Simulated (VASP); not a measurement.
A run of VASP 6.6.1 is set up as follows.

File INCAR:

```
SYSTEM = Al12Si
  PREC = Accurate
  ENCUT = 520
  EDIFF = 1E-6
  ISMEAR = 0
  SIGMA = 0.1
  LREAL = .False.
  LASPH = .True.
  NELM = 60
  ALGO = Fast
  ISIF = 2
  LWAVE = .False.
  LCHARG = .False.
  LDIPOL = .True.
  IDIPOL = 3
  DIPOL = 0.5 0.5 0.326
  GGA = PE
  IBRION = 2
  NSW = 36
  EDIFFG = -0.025
```

KPOINTS

```
Automatic mesh
0
Gamma
  5 5 1
  0 0 0
```

Contents of POSCAR:

```
Al12Si
1.0
    5.7143028096      0.0000000000      0.0000000000
    0.0000000000      5.7143028096      0.0000000000
    0.0000000000      0.0000000000     19.6750228547
Al Si
12 1
Selective dynamics
Direct
    0.2500000000      0.2500000000      0.2033034487  F F F
    0.2500000000      0.7500000000      0.2033034487  F F F
    0.7500000000      0.2500000000      0.2033034487  F F F
    0.7500000000      0.7500000000      0.2033034487  F F F
    0.0000000000      0.0000000000      0.3092772455  F F F
    0.0000000000      0.5000000000      0.3092772455  F F F
    0.5000000000      0.0000000000      0.3092772455  F F F
    0.5000000000      0.5000000000      0.3092772455  F F F
    0.2500000000      0.2500000000      0.4155025849  F F F
    0.2500000000      0.7500000000      0.4155025849  F F F
    0.7500000000      0.2500000000      0.4155025849  F F F
    0.7500000000      0.7500000000      0.4155025849  F F F
    0.3333333333      0.3333333333      0.5294278976  F F T
```

Potentials or basis: VASP PAW PBE potentials, release 64 (Al, Si).

The run is started by

```sh
$ cat potpaw_PBE.64/Al/POTCAR potpaw_PBE.64/Si/POTCAR > POTCAR
$ mpirun -np 1 vasp_std > vasp.out
```

Problem. What does it give for the energy gained by relaxing?

Solution. 0.1 meV/atom.

Problem. Predict the band gap on the k mesh.

Solution. Zero (bands 20 and 21 overlap by 0.87 eV).

Final structure:
```
Al Si
1.0
     5.71430    0.00000    0.00000
     0.00000    5.71430    0.00000
     0.00000    0.00000   19.67502
Al Si
12 1
Direct
  0.25000 0.25000 0.20330
  0.25000 0.75000 0.20330
  0.75000 0.25000 0.20330
  0.75000 0.75000 0.20330
  0.00000 0.00000 0.30928
  0.00000 0.50000 0.30928
  0.50000 0.00000 0.30928
  0.50000 0.50000 0.30928
  0.25000 0.25000 0.41550
  0.25000 0.75000 0.41550
  0.75000 0.25000 0.41550
  0.75000 0.75000 0.41550
  0.33333 0.33333 0.52862
```
